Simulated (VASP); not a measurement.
# KF in VASP: further runs, part 2 of 3

VASP 6.6.1. The steps go on from the part before.

## 3. Electric field gradients, PBEsol (equal xy, yz and zx shear strains of +2 %)

Input file INCAR:

```
ALGO = Normal
EDIFF = 1E-8
ENCUT = 520
GGA = PS
ISIF = 2
ISMEAR = -1
LASPH = T
LCHARG = F
LEFG = T
LREAL = F
LWAVE = F
NBANDS = 15
NELM = 60
PREC = Accurate
SIGMA = 0.01
```

Input file KPOINTS:

```
k-points
0
Gamma
  9 9 9
```

Input file POSCAR:

```
KF
1.0
    0.0534700000      2.7002350000      2.7002350000
    2.7002350000      0.0534700000      2.7002350000
    2.7002350000      2.7002350000      0.0534700000
K F
1 1
Direct
    0.0000000000      0.0000000000      0.0000000000
    0.5000000000      0.5000000000      0.5000000000
```

Potentials or basis: VASP PAW PBE potentials, release 64 (K_sv, F).

Launch:

```console
> cat potpaw_PBE.64/K_sv/POTCAR potpaw_PBE.64/F/POTCAR > POTCAR
> mpirun -np 1 vasp_std > vasp.out
```

OUTCAR:

```text
EDIFF = 1E-8
   ENCUT = 520
   GGA = PS
   ISIF = 2
   ISMEAR = -1
   LASPH = T
   LREAL = F
   NELM = 60
   PREC = Accurate

 ion  position               nearest neighbor table
   1  0.000  0.000  0.000-   2 2.67   2 2.67   2 2.67   2 2.67   2 2.67   2 2.67
   2  0.500  0.500  0.500-   1 2.67   1 2.67   1 2.67   1 2.67   1 2.67   1 2.67

  LATTYP: Found a trigonal (rhomboedric) cell.
 ALAT       =     3.8190832868
 COS(alpha) =     0.5197000882

  Lattice vectors:

 A1 = (   0.0534700000,   2.7002350000,   2.7002350000)
 A2 = (   2.7002350000,   0.0534700000,   2.7002350000)
 A3 = (   2.7002350000,   2.7002350000,   0.0534700000)

Analysis of symmetry for initial positions (statically):
=====================================================================
 Subroutine PRICEL returns:
 Original cell was already a primitive cell.

 Routine SETGRP: Setting up the symmetry group for a
 trigonal (rhombohedral) supercell.

[... 619 lines left out ...]
  volume of cell :       38.21
      direct lattice vectors                 reciprocal lattice vectors
     0.053470000  2.700235000  2.700235000    -0.190761915  0.187057800  0.187057800
     2.700235000  0.053470000  2.700235000     0.187057800 -0.190761915  0.187057800
     2.700235000  2.700235000  0.053470000     0.187057800  0.187057800 -0.190761915

 POSITION                                       TOTAL-FORCE (eV/Angst)
 -----------------------------------------------------------------------------------
      0.00000      0.00000      0.00000         0.000000     -0.000000      0.000000
      2.72697      2.72697      2.72697        -0.000000      0.000000     -0.000000
 -----------------------------------------------------------------------------------
    total drift:                                0.000000      0.000000      0.000000

  FREE ENERGIE OF THE ION-ELECTRON SYSTEM (eV)
  ---------------------------------------------------
  free  energy   TOTEN  =        -8.5174251706 eV

  energy  without entropy=       -8.5174251706  energy(sigma->0) =       -8.51742517

 Electric field gradients (V/A^2)
---------------------------------------------------------------------
 ion       V_xx      V_yy      V_zz      V_xy      V_xz      V_yz
---------------------------------------------------------------------
   1       0.000     0.000    -0.000    -2.022    -2.022    -2.022
   2      -0.000    -0.000    -0.000     0.699     0.699     0.699
---------------------------------------------------------------------

 Electric field gradients after diagonalization (V/A^2)
 (convention: |V_zz| > |V_xx| > |V_yy|)
----------------------------------------------------------------------
 ion       V_xx      V_yy      V_zz     asymmetry (V_yy - V_xx)/ V_zz
----------------------------------------------------------------------
   1       2.022     2.022    -4.045       0.000
   2      -0.699    -0.699     1.398       0.000
----------------------------------------------------------------------

           NMR quadrupolar parameters

 Cq : quadrupolar parameter    Cq=e*Q*V_zz/h
 eta: asymmetry parameters     (V_yy - V_xx)/ V_zz
 Q  : nuclear electric quadrupole moment in mb (millibarn)
----------------------------------------------------------------------
 ion       Cq(MHz)       eta       Q (mb)
----------------------------------------------------------------------
   1      -0.010       0.000       1.000
   2       0.003       0.000       1.000
----------------------------------------------------------------------
```

OSZICAR:

```text
N       E                     dE             d eps       ncg     rms          rms(c)
DAV:   1     0.107871534700E+03    0.10787E+03   -0.81405E+03  2550   0.103E+03
DAV:   2    -0.527712584975E+01   -0.11315E+03   -0.10385E+03  3296   0.280E+02
DAV:   3    -0.952678856986E+01   -0.42497E+01   -0.42284E+01  3382   0.485E+01
DAV:   4    -0.964249947719E+01   -0.11571E+00   -0.11569E+00  3410   0.753E+00
DAV:   5    -0.964430724674E+01   -0.18078E-02   -0.18078E-02  3468   0.763E-01    0.588E+00
DAV:   6    -0.855845802077E+01    0.10858E+01   -0.29979E+00  2697   0.139E+01    0.405E+00
DAV:   7    -0.852296323391E+01    0.35495E-01   -0.66415E-02  3222   0.222E+00    0.231E+00
DAV:   8    -0.851534007933E+01    0.76232E-02   -0.50819E-02  3005   0.222E+00    0.209E-01
DAV:   9    -0.851682193893E+01   -0.14819E-02   -0.44235E-03  3208   0.557E-01    0.122E-01
DAV:  10    -0.851720373606E+01   -0.38180E-03   -0.36932E-04  2880   0.171E-01    0.785E-02
DAV:  11    -0.851742521594E+01   -0.22148E-03   -0.20875E-04  2704   0.106E-01    0.154E-02
DAV:  12    -0.851742487590E+01    0.34004E-06   -0.11304E-05  3250   0.334E-02    0.489E-03
DAV:  13    -0.851742509729E+01   -0.22139E-06   -0.24783E-06  2816   0.134E-02    0.255E-03
DAV:  14    -0.851742514465E+01   -0.47364E-07   -0.62447E-08  3369   0.250E-03    0.552E-04
DAV:  15    -0.851742516497E+01   -0.20322E-07   -0.43804E-09  2234   0.518E-04    0.760E-05
DAV:  16    -0.851742517060E+01   -0.56309E-08   -0.79361E-10  1695   0.241E-04
   1 F= -.85174252E+01 E0= -.85174252E+01  d E =-.704753E-11
```

stdout:

```text
POSCAR found type information on POSCAR K F
 POSCAR found :  2 types and       2 ions
 scaLAPACK will be used
 -----------------------------------------------------------------------------
|                                                                             |
|                                                                             |
|     You enforced a specific xc type in the INCAR file but a different       |
|     I HOPE YOU KNOW WHAT YOU ARE DOING!                                     |
|                                                                             |
 -----------------------------------------------------------------------------

 LDA part: xc-table for (Slater+PW92), standard interpolation
 POSCAR, INCAR and KPOINTS ok, starting setup
 FFT: planning ... GRIDC
 FFT: planning ... GRID_SOFT
 FFT: planning ... GRID
 WAVECAR not read
 entering main loop
ion   1

ion   2
```

Run time: 40 s. Hardware: 1 thread of Intel Xeon Platinum 8488C (Sapphire Rapids), shared host; peak memory 0.18 GiB.

Results:

- Free energy: -8.5174 eV
- Pressure: -0.7 GPa
- Band gap on the k mesh: 6.01 eV
- Largest electric field gradient by atom: K -4.0; F +1.4 V/Å²

Levels at points of the mesh, in eV from the valence-band top:
```
           k point  band 6  band 7  band 8  band 9  band 10  band 11
(0.00, 0.00, 0.00)   -0.03    0.00    0.00    6.01    10.42    10.71
```

Electric field gradients, principal values (V/Å²):
| atom | least | middle | greatest (by size) |
| --- | --- | --- | --- |
| 1 K | 2.022 | 2.022 | -4.045 |
| 2 F | -0.699 | -0.699 | 1.398 |

Caveat: the cell differs from its parent crystal (equal xy, yz and zx shear strains of +2 %); without QUAD_EFG the Cq values of the log hold for a quadrupole moment of 1 mb, not for the nuclei; the PAW data sets were made with another functional, which shifts forces and pressure a little; an odd mesh through Γ misses points on the zone boundary, where band edges can lie.

## 4. Electric field gradients, PBEsol (18.34 Å³/atom)

This run uses another cell than the first one, of 18.34 Å³/atom.

Input file INCAR:

```
SYSTEM = KF
PREC     = Accurate       ! precision mode
ENCUT    = 520            ! plane-wave cutoff, eV
EDIFF    = 1E-8           ! SCF threshold, eV
ISMEAR   = -1             ! smearing method
SIGMA    = 0.01           ! smearing width, eV
LREAL    = .FALSE.        ! projectors in reciprocal space
LASPH    = .TRUE.         ! aspherical terms in the spheres
NELM     = 60             ! most SCF steps
ALGO     = Normal         ! electronic algorithm
ISIF     = 2              ! what is computed and relaxed
LWAVE    = .FALSE.        ! write WAVECAR
LCHARG   = .FALSE.        ! write CHGCAR
GGA      = PS             ! functional
LEFG     = .TRUE.       
NBANDS   = 15             ! bands
```

Input file KPOINTS:

```
Automatic mesh
0
G
  9 9 9
  0 0 0
```

Input file POSCAR:

```
KF
1.0
    0.0000000000      2.6373671923      2.6373671923
    2.6373671923      0.0000000000      2.6373671923
    2.6373671923      2.6373671923      0.0000000000
K F
1 1
Direct
    0.0000000000      0.0000000000      0.0000000000
    0.5000000000      0.5000000000      0.5000000000
```

Potentials or basis: VASP PAW PBE potentials, release 64 (K_sv, F).

Launch:

```console
> cat potpaw_PBE.64/K_sv/POTCAR potpaw_PBE.64/F/POTCAR > POTCAR
> mpirun -np 1 vasp_std > vasp.out
```

OUTCAR:

```text
SYSTEM = KF
   PREC = Accurate
   ENCUT = 520
   EDIFF = 1E-8
   ISMEAR = -1
   LREAL = .FALSE.
   LASPH = .TRUE.
   NELM = 60
   ISIF = 2
   GGA = PS

 ion  position               nearest neighbor table
   1  0.000  0.000  0.000-   2 2.64   2 2.64   2 2.64   2 2.64   2 2.64   2 2.64
   2  0.500  0.500  0.500-   1 2.64   1 2.64   1 2.64   1 2.64   1 2.64   1 2.64

  LATTYP: Found a face centered cubic cell.
 ALAT       =     5.2747343846

  Lattice vectors:

 A1 = (   0.0000000000,   2.6373671923,   2.6373671923)
 A2 = (   2.6373671923,   0.0000000000,   2.6373671923)
 A3 = (   2.6373671923,   2.6373671923,   0.0000000000)

Analysis of symmetry for initial positions (statically):
=====================================================================
 Subroutine PRICEL returns:
 Original cell was already a primitive cell.

 Routine SETGRP: Setting up the symmetry group for a
 face centered cubic supercell.

[... 620 lines left out ...]
      direct lattice vectors                 reciprocal lattice vectors
     0.000000000  2.637367192  2.637367192    -0.189583006  0.189583006  0.189583006
     2.637367192  0.000000000  2.637367192     0.189583006 -0.189583006  0.189583006
     2.637367192  2.637367192  0.000000000     0.189583006  0.189583006 -0.189583006

 POSITION                                       TOTAL-FORCE (eV/Angst)
 -----------------------------------------------------------------------------------
      0.00000      0.00000      0.00000        -0.000000     -0.000000     -0.000000
      2.63737      2.63737      2.63737         0.000000      0.000000      0.000000
 -----------------------------------------------------------------------------------
    total drift:                                0.000000      0.000000      0.000000

  FREE ENERGIE OF THE ION-ELECTRON SYSTEM (eV)
  ---------------------------------------------------
  free  energy   TOTEN  =        -8.5176085931 eV

  energy  without entropy=       -8.5176085931  energy(sigma->0) =       -8.51760859

 Electric field gradients (V/A^2)
---------------------------------------------------------------------
 ion       V_xx      V_yy      V_zz      V_xy      V_xz      V_yz
---------------------------------------------------------------------
   1       0.000     0.000    -0.000     0.000     0.000     0.000
   2      -0.000     0.000     0.000     0.005     0.005     0.005
---------------------------------------------------------------------

 Electric field gradients after diagonalization (V/A^2)
 (convention: |V_zz| > |V_xx| > |V_yy|)
----------------------------------------------------------------------
 ion       V_xx      V_yy      V_zz     asymmetry (V_yy - V_xx)/ V_zz
----------------------------------------------------------------------
   1      -0.000    -0.000     0.001       0.000
   2      -0.005    -0.005     0.011       0.000
----------------------------------------------------------------------

           NMR quadrupolar parameters

 Cq : quadrupolar parameter    Cq=e*Q*V_zz/h
 eta: asymmetry parameters     (V_yy - V_xx)/ V_zz
 Q  : nuclear electric quadrupole moment in mb (millibarn)
----------------------------------------------------------------------
 ion       Cq(MHz)       eta       Q (mb)
----------------------------------------------------------------------
   1       0.000       0.000       1.000
   2       0.000       0.000       1.000
----------------------------------------------------------------------
```

OSZICAR:

```text
N       E                     dE             d eps       ncg     rms          rms(c)
DAV:   1     0.111052665996E+03    0.11105E+03   -0.82738E+03  1050   0.104E+03
DAV:   2    -0.509633560384E+01   -0.11615E+03   -0.10740E+03  1380   0.284E+02
DAV:   3    -0.952971246100E+01   -0.44334E+01   -0.44194E+01  1381   0.497E+01
DAV:   4    -0.963210176300E+01   -0.10239E+00   -0.10238E+00  1352   0.722E+00
DAV:   5    -0.963446290073E+01   -0.23611E-02   -0.23611E-02  1432   0.822E-01    0.596E+00
DAV:   6    -0.855624990703E+01    0.10782E+01   -0.29429E+00  1120   0.143E+01    0.431E+00
DAV:   7    -0.852278869585E+01    0.33461E-01   -0.66702E-02  1316   0.224E+00    0.246E+00
DAV:   8    -0.851569770301E+01    0.70910E-02   -0.48531E-02  1232   0.220E+00    0.205E-01
DAV:   9    -0.851705646603E+01   -0.13588E-02   -0.43535E-03  1295   0.553E-01    0.121E-01
DAV:  10    -0.851740741414E+01   -0.35095E-03   -0.36277E-04  1163   0.174E-01    0.752E-02
DAV:  11    -0.851760917791E+01   -0.20176E-03   -0.19082E-04  1106   0.104E-01    0.159E-02
DAV:  12    -0.851760838919E+01    0.78871E-06   -0.11744E-05  1333   0.350E-02    0.497E-03
DAV:  13    -0.851760851497E+01   -0.12578E-06   -0.23327E-06  1155   0.135E-02    0.264E-03
DAV:  14    -0.851760856137E+01   -0.46406E-07   -0.63442E-08  1386   0.248E-03    0.499E-04
DAV:  15    -0.851760858503E+01   -0.23653E-07   -0.40601E-09   906   0.491E-04    0.860E-05
DAV:  16    -0.851760859314E+01   -0.81145E-08   -0.74396E-10   700   0.222E-04
   1 F= -.85176086E+01 E0= -.85176086E+01  d E =-.343533E-15
```

stdout:

```text
POSCAR found type information on POSCAR K F
 POSCAR found :  2 types and       2 ions
 scaLAPACK will be used
 -----------------------------------------------------------------------------
|                                                                             |
|                                                                             |
|     You enforced a specific xc type in the INCAR file but a different       |
|     I HOPE YOU KNOW WHAT YOU ARE DOING!                                     |
|                                                                             |
 -----------------------------------------------------------------------------

 LDA part: xc-table for (Slater+PW92), standard interpolation
 POSCAR, INCAR and KPOINTS ok, starting setup
 FFT: planning ... GRIDC
 FFT: planning ... GRID_SOFT
 FFT: planning ... GRID
 WAVECAR not read
 entering main loop
ion   1

ion   2
```

Run time: 47 s. Hardware: 1 thread of Intel Xeon 8259CL, shared host; peak memory 0.16 GiB.

Results:

```
Free energy                             : -8.5176 eV
Pressure                                : 0.7 GPa
Band gap on the k mesh                  : 6.23 eV
Largest electric field gradient by atom : zero within the noise of the run
```

Levels at points of the mesh, in eV from the valence-band top:
```tsv
k point	band 4	band 5	band 6	band 7	band 8	band 9	band 10	band 11	band 12	band 13
(0.00, 0.00, 0.00)	-9.14	-9.14	0.00	0.00	0.00	6.23	10.74	10.74	10.74	12.47
```

Caveat: the PAW data sets were made with another functional, which shifts forces and pressure a little; an odd mesh through Γ misses points on the zone boundary, where band edges can lie.

(Continued in part 3 of 3.)
